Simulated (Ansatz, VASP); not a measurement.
Two plane-wave programs on BaTiO3

Contents of INCAR:

```
SYSTEM = BaTiO3
PREC     = Accurate       ! precision mode
ENCUT    = 520            ! plane-wave cutoff, eV
EDIFF    = 1E-7           ! SCF threshold, eV
ISMEAR   = 0              ! smearing method
SIGMA    = 0.05           ! smearing width, eV
LREAL    = .FALSE.        ! projectors in reciprocal space
LASPH    = .TRUE.         ! aspherical terms in the spheres
NELM     = 80             ! most SCF steps
ALGO     = Normal         ! electronic algorithm
ISIF     = 2              ! what is computed and relaxed
LWAVE    = .FALSE.        ! write WAVECAR
LCHARG   = .FALSE.        ! write CHGCAR
GGA      = PE             ! functional
NBANDS   = 28             ! bands
```

Contents of KPOINTS:

```
Automatic mesh
0
G
  6 6 6
  0 0 0
```

POSCAR

```
BaTiO3
1.0
    2.8630706910      1.6529946342      2.3563003940
   -2.8630706910      1.6529946342      2.3563003940
    0.0000000000     -3.3059892684      2.3563003940
Ba Ti O
1 1 3
Direct
    0.0332474609      0.0332474609      0.0332474609
    0.5191875227      0.5191875227      0.5191875227
    0.4883938465      0.4883938465      0.9777702638
    0.4883938465      0.9777702638      0.4883938465
    0.9777702638      0.4883938465      0.4883938465
```

Input for Ansatz:

```yaml
crystal:
  lattice:
    - [2.863070691, 1.6529946342, 2.356300394]
    - [-2.863070691, 1.6529946342, 2.356300394]
    - [0.0, -3.3059892684, 2.356300394]
  atoms:
    - { symbol: Ba, position: [0.0332474609, 0.0332474609, 0.0332474609] }
    - { symbol: Ti, position: [0.5191875227, 0.5191875227, 0.5191875227] }
    - { symbol: O, position: [0.4883938465, 0.4883938465, 0.9777702638] }
    - { symbol: O, position: [0.4883938465, 0.9777702638, 0.4883938465] }
    - { symbol: O, position: [0.9777702638, 0.4883938465, 0.4883938465] }
basis:
  ecutwfc: 420
kpoints:
  mp_grid: { grid: [6, 6, 6] }
hamiltonian:
  xc: pbe
scf:
  occupations: { method: gaussian, width: 0.05 }
output:
  forces: true
  stress: true
  eigenvalues: true
```

Change from the starting cell: all Ba atoms moved -0.200 Å, as atom 1 towards its neighbour atom 2 (Ti) at 3.434 Å.

Alike in both runs: task single point; functional PBE; k mesh 6 × 6 × 6; occupations gaussian, width 0.05 eV; no spin polarisation.

|  | VASP | Ansatz |
| --- | --- | --- |
| version | VASP 6.6.1 | Ansatz 0.2.0 |
| potentials or method | VASP PAW PBE potentials, release 64 (Ba_sv, Ti_sv, O), cutoff 520 eV | scalar-relativistic, plane waves, PAW |
| valence electrons in the cell | 40 | 40 |

```tsv
	VASP	Ansatz	Ansatz less VASP
gap on the k mesh at the Fermi level (eV)	2.59	2.62	+0.030
least direct gap on the mesh (eV)	3.15	3.17	+0.016
pressure (GPa)	3.3	1.6	-1.72
traceless stress, the component that is largest in VASP (GPa)	1.51	1.40	-0.112
rms of the force components (eV/Å)	0.401	0.355	-0.0460
```

Atom by atom the forces differ by 0.065 eV/Å (rms over components).

Spin-orbit coupling is off throughout.
